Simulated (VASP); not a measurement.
Here is a VASP 6.6.1 calculation.

The input INCAR:

```
SYSTEM = Zn
PREC     = Accurate       ! precision mode
ENCUT    = 520            ! plane-wave cutoff, eV
EDIFF    = 1E-6           ! SCF threshold, eV
ISMEAR   = -1             ! smearing method
SIGMA    = 0.05           ! smearing width, eV
LREAL    = .FALSE.        ! projectors in reciprocal space
LASPH    = .TRUE.         ! aspherical terms in the spheres
NELM     = 60             ! most SCF steps
ALGO     = Fast           ! electronic algorithm
ISIF     = 2              ! what is computed and relaxed
LWAVE    = .FALSE.        ! write WAVECAR
LCHARG   = .FALSE.        ! write CHGCAR
NBANDS   = 19             ! bands
```

KPOINTS

```
Automatic mesh
0
G
  11 11 6
  0 0 0
```

File POSCAR:

```
Zn
1.0
    2.6339144954      0.0000000000      0.0000000000
   -1.3169572477      2.2810368644      0.0000000000
    0.0000000000      0.0000000000      4.8988836645
Zn
2
Direct
    0.6666666667      0.3333333333      0.7500000000
    0.3333333333      0.6666666667      0.2500000000
```

Potentials or basis: VASP PAW LDA potentials, release 64 (Zn).

Run with:

```bash
$ cat potpaw_LDA.64/Zn/POTCAR > POTCAR
$ mpirun -np 1 vasp_std > vasp.out
```

Problem. Estimate the band gap on the k mesh.

Solution. Zero (band 12 reaches 4.85 eV, above the bottom of band 13 at 0.03 eV).

Problem. Estimate the pressure.

Solution. -5.9 GPa.

Stress tensor (GPa, compression positive):
```
-5.95  0.00  0.00
 0.00 -5.95  0.00
 0.00  0.00 -5.79
```
